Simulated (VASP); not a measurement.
# Pd (Fm-3m) in VASP: a series of runs

Pd is run at these levels: HF, PBE+D3(BJ), PBE0; tasks: single point, relaxation of cell and atoms.

Everything below comes from runs of VASP 6.6.1. Logs are shortened: lines on timing, memory, paths and dates and some standing lists are left out, and cuts for length are marked.

**1. The cell of the first run**

Symmetry: Fm-3m, No. 225, cubic system. Conventional cell: a = 3.867 Å, b = 3.867 Å, c = 3.867 Å, α = 90.00°, β = 90.00°, γ = 90.00°. Pd (site symmetry m-3m) has 12 Pd at 2.73 Å within 3.6 Å.

**2. Single point, HF**

POSCAR reads:

```
Pd
1.0
    0.0000000000      1.9334358480      1.9334358480
    1.9334358480      0.0000000000      1.9334358480
    1.9334358480      1.9334358480      0.0000000000
Pd
1
Direct
    0.0000000000      0.0000000000      0.0000000000
```

INCAR.step1 reads:

```
ALGO = Normal ; EDIFF = 1E-5
ENCUT = 520 ; GGA = PE
ISIF = 2 ; ISMEAR = -1
LASPH = T ; LCHARG = F
LREAL = F ; LWAVE = T
NBANDS = 11 ; NELM = 100
PREC = Accurate ; SIGMA = 0.05
```

INCAR.step2 reads:

```
AEXX = 1.0 ; AGGAC = 0.0
ALDAC = 0.0 ; ALGO = Normal
EDIFF = 1E-6 ; ENCUT = 520
GGA = PE ; ISIF = 2
ISMEAR = -1 ; ISTART = 1
LASPH = T ; LCHARG = F
LHFCALC = T ; LREAL = F
LWAVE = F ; NBANDS = 11
NELM = 100 ; PREC = Accurate
PRECFOCK = Normal ; SIGMA = 0.05
```

KPOINTS reads:

```
k-points
0
Gamma
  6 6 6
```

Potentials or basis: VASP PAW PBE potentials, release 64 (Pd).

Launch:

```bash
$ cat potpaw_PBE.64/Pd/POTCAR > POTCAR
$ cp INCAR.step1 INCAR
$ mpirun -np 1 vasp_std > vasp.out
$ cp INCAR.step2 INCAR
$ mpirun -np 1 vasp_std > vasp.out
```

OUTCAR:

```text
AEXX = 1.0
   EDIFF = 1E-6
   ENCUT = 520
   GGA = PE
   ISIF = 2
   ISMEAR = -1
   ISTART = 1
   LASPH = T
   LHFCALC = T
   LREAL = F
   NELM = 100
   PREC = Accurate
   PRECFOCK = Normal

 ion  position               nearest neighbor table
   1  0.000  0.000  0.000-

  LATTYP: Found a face centered cubic cell.
 ALAT       =     3.8668716960

  Lattice vectors:

 A1 = (   0.0000000000,   1.9334358480,   1.9334358480)
 A2 = (   1.9334358480,   0.0000000000,   1.9334358480)
 A3 = (   1.9334358480,   1.9334358480,   0.0000000000)

Analysis of symmetry for initial positions (statically):
=====================================================================
 Subroutine PRICEL returns:
 Original cell was already a primitive cell.

 Routine SETGRP: Setting up the symmetry group for a
 face centered cubic supercell.

 Subroutine GETGRP returns: Found 48 space group operations
 (whereof 48 operations were pure point group operations)
 out of a pool of 48 trial point group operations.

The static configuration has the point symmetry O_h .

Analysis of symmetry for dynamics (positions and initial velocities):
=====================================================================
 Subroutine PRICEL returns:
 Original cell was already a primitive cell.

 Routine SETGRP: Setting up the symmetry group for a
 face centered cubic supercell.

 Subroutine GETGRP returns: Found 48 space group operations
 (whereof 48 operations were pure point group operations)
 out of a pool of 48 trial point group operations.

The dynamic configuration has the point symmetry O_h .

 Subroutine INISYM returns: Found 48 space group operations
 (whereof 48 operations are pure point group operations),
 and found     1 'primitive' translations

----------------------------------------------------------------------------------------

                                     Primitive cell

  volume of cell :      14.4550

  direct lattice vectors                    reciprocal lattice vectors
     0.000000000  1.933435848  1.933435848    -0.258606977  0.258606977  0.258606977
     1.933435848  0.000000000  1.933435848     0.258606977 -0.258606977  0.258606977
     1.933435848  1.933435848  0.000000000     0.258606977  0.258606977 -0.258606977

  length of vectors
     2.734291198  2.734291198  2.734291198     0.447920423  0.447920423  0.447920423

  position of ions in fractional coordinates (direct lattice)
[... 80 lines left out ...]
   NUPDOWN=      -1.0000    fix difference up-down
   EMIN   =  10.00;   EMAX   =-10.00  energy-range for DOS
   EFERMI =   0.00;   METHOD = LEGACY
   ISMEAR =    -1;   SIGMA  =   0.05  broadening in eV -4-tet -1-fermi 0-gaus
   EFERMI_NEDOS =   21; number of points for ismear=-14 and -15
   IALGO  =     38    algorithm
   IMIX   =      1    mixing-type and parameters
     AMIX     =   0.40;   BMIX     =  1.00
     AMIX_MAG =   1.60;   BMIX_MAG =  1.00
  volume/ion in A,a.u.               =      14.46        97.55
  Fermi-wavevector in a.u.,A,eV,Ry     =   1.447888  2.736112 28.522990  2.096381
  Thomas-Fermi vector in A             =   2.565792
   LORBIT       =      0    0 simple, 1 ext, 2 COOP (PROOUT), +10 PAW based schemes
   GGA     = PE    functional components
   LHFCALC =     T    Hartree Fock is set to
   PRECFOCK=normal    Normal, Fast or Accurate (Low or Medium for compatibility)
   ENCUT4O =  -1.0   cutoff for four orbital integrals eV
   NKREDX  =     1    reduce k-point grid by
   NKREDY  =     1    reduce k-point grid by
   NKREDZ  =     1    reduce k-point grid by
   AEXX    =    1.0000 exact exchange contribution
   HFSCREEN=    0.0000 screening length (either q_TF or 0.3 A-1)
   HFSCREENC=   0.0000 screening length for correlation (either q_TF or 0.3 A-1)
   ENCUTFOCK=  -1.0 apply spherical cutoff to Coloumb kernel
   IVDW    =     0    specifies the selected vdW correction
   LEPSILON=     F    determine dielectric tensor
   LRPA    =     F    only Hartree local field effects (RPA)
 non-spin polarized calculation
  energy-cutoff  :      520.00
  volume of cell :       14.46
 maximum number of plane-waves:       397
  NGX = 16; NGY = 16; NGZ = 16

 number of electron      10.0000003 magnetization

 Free energy of the ion-electron system (eV)
  ---------------------------------------------------
  ext. energy  EPLUGINS =         0.00000000
  ---------------------------------------------------
  free energy    TOTEN  =        -8.86600013 eV

  energy without entropy =       -8.85929298  energy(sigma->0) =       -8.86264656

 E-fermi :   8.5500     XC(G=0):   0.0000

 val. band max:        7.8120150937   @ k =   0.3333   0.1667   0.0000
 cond. band min:       8.5943162795   @ k =   0.5000   0.1667   0.0000
 fundamental gap:      0.7823011858
 Fermi energy:         8.5499512140

 k-point     1 :       0.0000    0.0000    0.0000
  band No.  band energies     occupation
      1      -1.0630      2.00000
      2       2.1937      2.00000
      3       2.1937      2.00000
      4       2.1937      2.00000
      5       3.3536      2.00000
      6       3.3536      2.00000
      7      34.3105      0.00000
      8      39.8646      0.00000
      9      39.8646      0.00000
     10      39.8646      0.00000
     11      44.9519      0.00000
[... 197 lines left out ...]
 k-point    16 :      -0.3333    0.5000    0.1667
  band No.  band energies     occupation
      1      -0.6625      2.00000
      2       0.4440      2.00000
      3       4.1018      2.00000
      4       4.3462      2.00000
      5      10.6889      0.00000
      6      22.4010      0.00000
      7      27.5739      0.00000
      8      27.8804      0.00000
      9      28.5938      0.00000
     10      42.3132      0.00000
     11      45.2461      0.00000

------------------------ aborting loop because EDIFF is reached ----------------------------------------

  FORCE on cell =-STRESS in cart. coord.  units (eV):
  Direction    XX          YY          ZZ          XY          YZ          ZX
  --------------------------------------------------------------------------------------
  -------------------------------------------------------------------------------------
  Total        1.5339590      1.5339590      1.5339590      0.0000000      0.0000000      0.0000000
  in kB      170.0219670    170.0219670    170.0219670      0.0000000      0.0000000      0.0000000
  external PRESSURE =     170.0219670 kB  Pullay stress =       0.0000000 kB

 VOLUME and BASIS-vectors are now :
 -----------------------------------------------------------------------------
  energy-cutoff  :      520.00
  volume of cell :       14.46
      direct lattice vectors                 reciprocal lattice vectors
     0.000000000  1.933435848  1.933435848    -0.258606977  0.258606977  0.258606977
     1.933435848  0.000000000  1.933435848     0.258606977 -0.258606977  0.258606977
     1.933435848  1.933435848  0.000000000     0.258606977  0.258606977 -0.258606977

 POSITION                                       TOTAL-FORCE (eV/Angst)
 -----------------------------------------------------------------------------------
      0.00000      0.00000      0.00000        -0.000000     -0.000000     -0.000000
 -----------------------------------------------------------------------------------
    total drift:                               -0.000000     -0.000000     -0.000000

  FREE ENERGIE OF THE ION-ELECTRON SYSTEM (eV)
  ---------------------------------------------------
  free  energy   TOTEN  =        -8.8660001316 eV

  energy  without entropy=       -8.8592929790  energy(sigma->0) =       -8.86264656
```

OUTCAR.step1:

```text
EDIFF = 1E-5
   ENCUT = 520
   GGA = PE
   ISIF = 2
   ISMEAR = -1
   LASPH = T
[... 427 lines left out ...]

 POSITION                                       TOTAL-FORCE (eV/Angst)
 -----------------------------------------------------------------------------------
      0.00000      0.00000      0.00000         0.000000      0.000000      0.000000
 -----------------------------------------------------------------------------------
    total drift:                                0.000000      0.000000      0.000000

  FREE ENERGIE OF THE ION-ELECTRON SYSTEM (eV)
  ---------------------------------------------------
  free  energy   TOTEN  =        -5.2108363961 eV

  energy  without entropy=       -5.1927157409  energy(sigma->0) =       -5.20177607
```

Run time: 9.6 min. Hardware: 1 thread of Intel Xeon Platinum 8259CL at 2.50GHz (Skylake/Cascade Lake), shared host; peak memory 0.14 GiB.

Results:

```
Free energy            : -8.8660 eV
Pressure               : 17.0 GPa
Band gap on the k mesh : zero (bands 5 and 6 overlap by 7.66 eV)
```

Caveat: the k points lie up to 0.47 Å⁻¹ apart, too coarse for converged energies and pressures of a metal; the PAW data sets were made with another functional, which shifts forces and pressure a little.

**3. Single point, HF**

This run uses another cell than the first one, of 14.75 Å³/atom.

POSCAR reads:

```
Pd
1.0
    0.0000000000      1.9465000000      1.9465000000
    1.9465000000      0.0000000000      1.9465000000
    1.9465000000      1.9465000000      0.0000000000
Pd
1
Direct
    0.0000000000      0.0000000000      0.0000000000
```

INCAR.step1 reads:

```
ALGO = Normal
EDIFF = 1E-5
ENCUT = 520
GGA = PE
ISIF = 2
ISMEAR = -1
LASPH = T
LCHARG = F
LREAL = F
LWAVE = T
NBANDS = 11
NELM = 100
PREC = Accurate
SIGMA = 0.05
```

INCAR.step2 reads:

```
AEXX = 1.0
AGGAC = 0.0
ALDAC = 0.0
ALGO = Normal
EDIFF = 1E-6
ENCUT = 520
GGA = PE
ISIF = 2
ISMEAR = -1
ISTART = 1
LASPH = T
LCHARG = F
LHFCALC = T
LREAL = F
LWAVE = F
NBANDS = 11
NELM = 100
PREC = Accurate
PRECFOCK = Normal
SIGMA = 0.05
```

KPOINTS is that of step 2.

Potentials or basis: VASP PAW PBE potentials, release 64 (Pd).

Launch:

```bash
$ cat potpaw_PBE.64/Pd/POTCAR > POTCAR
$ cp INCAR.step1 INCAR
$ mpirun -np 1 vasp_std > vasp.out
$ cp INCAR.step2 INCAR
$ mpirun -np 1 vasp_std > vasp.out
```

Wall time 8.1 min (1 thread of Intel Xeon Platinum 8259CL at 2.50GHz (Skylake/Cascade Lake), shared host); peak memory 0.14 GiB.

The run converged. Its results:

```
Free energy            : -8.8936 eV
Pressure               : 12.8 GPa
Band gap on the k mesh : zero (bands 5 and 6 overlap by 7.56 eV)
```

Levels at points of the mesh, in eV from the Fermi level:
```
           k point  band 1  band 2  band 3  band 4  band 5  band 6  band 7  band 8  band 9  band 10
(0.00, 0.00, 0.00)   -9.37   -6.21   -6.21   -6.21   -5.13   -5.13   25.73   31.16   31.16    31.16
(0.50, 0.00, 0.00)   -8.87   -6.81   -6.81   -1.85   -1.85    5.95   14.99   24.88   30.65    30.65
(0.50, 0.50, 0.00)   -9.93   -9.13   -3.34    2.44    2.44    9.37   18.95   21.59   21.59    31.22
```

Caveat: the k points lie up to 0.47 Å⁻¹ apart, too coarse for converged energies and pressures of a metal; the PAW data sets were made with another functional, which shifts forces and pressure a little.

**4. Single point, HF**

This run uses another cell than the first one, of 15.05 Å³/atom.

POSCAR reads:

```
Pd
1.0
    0.0000000000      1.9593911042      1.9593911042
    1.9593911042      0.0000000000      1.9593911042
    1.9593911042      1.9593911042      0.0000000000
Pd
1
Direct
    0.0000000000      0.0000000000      0.0000000000
```

INCAR.step1 reads:

```
PREC     = Accurate       # precision mode
ENCUT    = 520            # plane-wave cutoff, eV
EDIFF    = 1E-5           # SCF threshold, eV
ISMEAR   = -1             # smearing method
SIGMA    = 0.05           # smearing width, eV
LREAL    = F              # projectors in reciprocal space
LASPH    = T              # aspherical terms in the spheres
NELM     = 80             # most SCF steps
ALGO     = Normal         # electronic algorithm
ISIF     = 2              # what is computed and relaxed
LWAVE    = T              # write WAVECAR
LCHARG   = F              # write CHGCAR
GGA      = PE             # functional
NBANDS   = 11             # bands
```

INCAR.step2 reads:

```
PREC     = Accurate       # precision mode
ENCUT    = 520            # plane-wave cutoff, eV
EDIFF    = 1E-6           # SCF threshold, eV
ISMEAR   = -1             # smearing method
SIGMA    = 0.05           # smearing width, eV
LREAL    = F              # projectors in reciprocal space
LASPH    = T              # aspherical terms in the spheres
NELM     = 80             # most SCF steps
ALGO     = Normal         # electronic algorithm
ISIF     = 2              # what is computed and relaxed
LWAVE    = F              # write WAVECAR
LCHARG   = F              # write CHGCAR
GGA      = PE             # functional
LHFCALC  = T              # exact exchange
AEXX     = 1.0            # exact-exchange fraction
ALDAC    = 0.0          
AGGAC    = 0.0          
PRECFOCK = Normal       
ISTART   = 1            
NBANDS   = 11             # bands
```

KPOINTS reads:

```
Automatic mesh
0
Gamma
  6 6 6
```

Potentials or basis: VASP PAW PBE potentials, release 64 (Pd).

Launch:

```bash
$ cat potpaw_PBE.64/Pd/POTCAR > POTCAR
$ cp INCAR.step1 INCAR
$ mpirun -np 1 vasp_std > vasp.out
$ cp INCAR.step2 INCAR
$ mpirun -np 1 vasp_std > vasp.out
```

OUTCAR:

```text
PREC = Accurate
   ENCUT = 520
   EDIFF = 1E-6
   ISMEAR = -1
   LREAL = F
   LASPH = T
   NELM = 80
   ISIF = 2
   GGA = PE
   LHFCALC = T
   AEXX = 1.0
   PRECFOCK = Normal
   ISTART = 1

 ion  position               nearest neighbor table
   1  0.000  0.000  0.000-

  LATTYP: Found a face centered cubic cell.
 ALAT       =     3.9187822084

  Lattice vectors:

 A1 = (   0.0000000000,   1.9593911042,   1.9593911042)
 A2 = (   1.9593911042,   0.0000000000,   1.9593911042)
 A3 = (   1.9593911042,   1.9593911042,   0.0000000000)

Analysis of symmetry for initial positions (statically):
=====================================================================
 Subroutine PRICEL returns:
 Original cell was already a primitive cell.

 Routine SETGRP: Setting up the symmetry group for a
 face centered cubic supercell.

 Subroutine GETGRP returns: Found 48 space group operations
 (whereof 48 operations were pure point group operations)
 out of a pool of 48 trial point group operations.

The static configuration has the point symmetry O_h .
[... 162 lines left out ...]
 fundamental gap:      0.6455524506
 Fermi energy:         7.8273199919

 k-point     1 :       0.0000    0.0000    0.0000
  band No.  band energies     occupation
      1      -1.3040      2.00000
      2       1.7539      2.00000
      3       1.7539      2.00000
      4       1.7539      2.00000
      5       2.7703      2.00000
      6       2.7703      2.00000
      7      33.5174      0.00000
      8      38.8266      0.00000
      9      38.8266      0.00000
     10      38.8266      0.00000
     11      43.7543      0.00000
[... 197 lines left out ...]
 k-point    16 :      -0.3333    0.5000    0.1667
  band No.  band energies     occupation
      1      -0.9787      2.00000
      2       0.1138      2.00000
      3       3.4837      2.00000
      4       3.8410      2.00000
      5       9.9287      0.00000
      6      21.5018      0.00000
      7      26.4556      0.00000
      8      26.8661      0.00000
      9      27.5563      0.00000
     10      41.0298      0.00000
     11      43.7612      0.00000

------------------------ aborting loop because EDIFF is reached ----------------------------------------

  FORCE on cell =-STRESS in cart. coord.  units (eV):
  Direction    XX          YY          ZZ          XY          YZ          ZX
  --------------------------------------------------------------------------------------
  -------------------------------------------------------------------------------------
  Total        0.8563306      0.8563306      0.8563306      0.0000000      0.0000000     -0.0000000
  in kB       91.1924007     91.1924007     91.1924007      0.0000000      0.0000000     -0.0000000
  external PRESSURE =      91.1924007 kB  Pullay stress =       0.0000000 kB

 VOLUME and BASIS-vectors are now :
 -----------------------------------------------------------------------------
  energy-cutoff  :      520.00
  volume of cell :       15.05
      direct lattice vectors                 reciprocal lattice vectors
     0.000000000  1.959391104  1.959391104    -0.255181316  0.255181316  0.255181316
     1.959391104  0.000000000  1.959391104     0.255181316 -0.255181316  0.255181316
     1.959391104  1.959391104  0.000000000     0.255181316  0.255181316 -0.255181316

 POSITION                                       TOTAL-FORCE (eV/Angst)
 -----------------------------------------------------------------------------------
      0.00000      0.00000      0.00000         0.000000     -0.000000     -0.000000
 -----------------------------------------------------------------------------------
    total drift:                                0.000000      0.000000      0.000000

  FREE ENERGIE OF THE ION-ELECTRON SYSTEM (eV)
  ---------------------------------------------------
  free  energy   TOTEN  =        -8.9140610627 eV

  energy  without entropy=       -8.9073530547  energy(sigma->0) =       -8.91070706
```

OUTCAR.step1:

```text
PREC = Accurate
   ENCUT = 520
   EDIFF = 1E-5
   ISMEAR = -1
   LREAL = F
[... 431 lines left out ...]

 POSITION                                       TOTAL-FORCE (eV/Angst)
 -----------------------------------------------------------------------------------
      0.00000      0.00000      0.00000         0.000000     -0.000000      0.000000
 -----------------------------------------------------------------------------------
    total drift:                                0.000000      0.000000     -0.000000

  FREE ENERGIE OF THE ION-ELECTRON SYSTEM (eV)
  ---------------------------------------------------
  free  energy   TOTEN  =        -5.2314465414 eV

  energy  without entropy=       -5.2119835564  energy(sigma->0) =       -5.22171505
```

It took 8.2 min on 1 thread of Intel Xeon Platinum 8259CL at 2.50GHz (Skylake/Cascade Lake), shared host; peak memory 0.15 GiB.

Results:

| Item | Value |
| --- | --- |
| Free energy | -8.9141 eV |
| Pressure | 9.1 GPa |
| Band gap on the k mesh | zero (bands 5 and 6 overlap by 7.47 eV) |

Caveat: the k points lie up to 0.46 Å⁻¹ apart, too coarse for converged energies and pressures of a metal; the PAW data sets were made with another functional, which shifts forces and pressure a little.

(Part 1 of 2 ends here.)
